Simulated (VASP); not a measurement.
Write the native input for VASP 6.6.1 that does the following.

* Task: single point
* Functional: r2SCAN
* Potentials or basis: VASP PAW PBE potentials, release 64 (C)
* Cutoff: 520 eV
* k mesh: 15 × 15 × 3
* Occupations: gaussian, width 0.05 eV
* Spin: no spin polarisation
* Dipole correction: no
* Further INCAR settings: ALGO = Normal; EDIFF = 1e-06; NBANDS = 21

C:

```
C
1.0
    -2.45583    0.00000    0.00000
    -1.22792   -2.12681    0.00000
     0.00000    0.00000   12.05723
C
6
Direct
  0.66667 0.66667 0.14590
  0.00000 0.00000 0.72963
  0.33333 0.33333 0.43776
  0.66667 0.66667 0.72967
  0.00000 0.00000 0.43780
  0.33333 0.33333 0.14594
```

These files were run (other wordings do the same):

POSCAR

```
C
1.0
   -2.4558330623      0.0000000000      0.0000000000
   -1.2279165312     -2.1268138194      0.0000000000
    0.0000000000      0.0000000000     12.0572328611
C
6
Direct
    0.6666666667      0.6666666667      0.1458964083
    1.0000000000      1.0000000000      0.7296253055
    0.3333333333      0.3333333333      0.4377608569
    0.6666666667      0.6666666667      0.7296677509
    1.0000000000      0.0000000000      0.4378033024
    0.3333333333      0.3333333333      0.1459388538
```

INCAR.step1

```
SYSTEM = C
PREC = Accurate
ENCUT = 520
ISMEAR = 0
SIGMA = 0.05
LREAL = .FALSE.
LASPH = .TRUE.
NELM = 80
NBANDS = 21
GGA = PE
ALGO = Normal
EDIFF = 1E-4
LWAVE = .TRUE.
LCHARG = .FALSE.
```

INCAR.step2

```
SYSTEM = C
PREC = Accurate
ENCUT = 520
EDIFF = 1E-6
ISMEAR = 0
SIGMA = 0.05
LREAL = .FALSE.
LASPH = .TRUE.
NELM = 80
ALGO = Normal
ISIF = 2
LWAVE = .FALSE.
LCHARG = .TRUE.
METAGGA = R2SCAN
LMIXTAU = .TRUE.
LELF = .TRUE.
LVHAR = .TRUE.
NBANDS = 21
ISTART = 1
```

KPOINTS

```
Automatic mesh
0
G
  15 15 3
  0 0 0
```

Potentials or basis: VASP PAW PBE potentials, release 64 (C).

The run is started by

```console
$ cat potpaw_PBE.64/C/POTCAR > POTCAR
$ cp INCAR.step1 INCAR
$ mpirun -np 1 vasp_std > vasp.out
$ cp INCAR.step2 INCAR
$ mpirun -np 1 vasp_std > vasp.out
```

It gave:

```yaml
Pressure: 0.6 GPa
Largest_force: 0.007 eV/Å
Band_gap_on_the_k_mesh: 0.02 eV, direct
```

Caveat: the PAW data sets were made with another functional, which shifts forces and pressure a little.

It took 2.1 min on 1 thread of Intel(R) Xeon(R) 6975P-C (Granite Rapids), with other jobs on the host, peak memory 0.2 GiB.
